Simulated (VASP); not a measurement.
Here is a VASP 6.6.1 calculation.

File INCAR:

```
SYSTEM = TiIn2H6
PREC     = Accurate       ! precision mode
ENCUT    = 600            ! plane-wave cutoff, eV
EDIFF    = 1E-6           ! SCF threshold, eV
ISMEAR   = 0              ! smearing method
SIGMA    = 0.1            ! smearing width, eV
LREAL    = .False.        ! projectors in reciprocal space
LASPH    = .True.         ! aspherical terms in the spheres
NELM     = 100            ! most SCF steps
ALGO     = Normal         ! electronic algorithm
ISIF     = 3              ! what is computed and relaxed
LWAVE    = .False.        ! write WAVECAR
LCHARG   = .False.        ! write CHGCAR
GGA      = PE             ! functional
IBRION   = 2              ! ionic algorithm
NSW      = 90             ! ionic steps
EDIFFG   = -0.04          ! ionic threshold
```

The input KPOINTS:

```
regular mesh
0
Gamma
  4 4 4
  0 0 0
```

The input POSCAR:

```
TiIn2H6
1.0
    0.0000000000      4.2751059700      4.2751059700
    4.2751059700      0.0000000000      4.2751059700
    4.2751059700      4.2751059700      0.0000000000
Ti In H
1 2 6
Direct
    0.0000000000      0.0000000000      0.0000000000
    0.2500000000      0.2500000000      0.2500000000
    0.7500000000      0.7500000000      0.7500000000
    0.7564306000      0.2435694000      0.2435694000
    0.2435694000      0.7564306000      0.2435694000
    0.2435694000      0.2435694000      0.7564306000
    0.2435694000      0.7564306000      0.7564306000
    0.7564306000      0.2435694000      0.7564306000
    0.7564306000      0.7564306000      0.2435694000
```

Potentials or basis: VASP PAW PBE potentials, release 64 (Ti_sv, In_d, H).

The run is started by

```console
$ cat potpaw_PBE.64/Ti_sv/POTCAR potpaw_PBE.64/In_d/POTCAR potpaw_PBE.64/H/POTCAR > POTCAR
$ mpirun -np 1 vasp_std > vasp.out
```

(1) Estimate the relaxed volume.

(2) Estimate the space group after relaxing (to 0.1 Å).

## Answers

(1) 10.33 Å³/atom.

(2) Fm-3m (No. 225).

Caveat: the volume moved by over 15 % at a fixed basis, so the end points are rough.
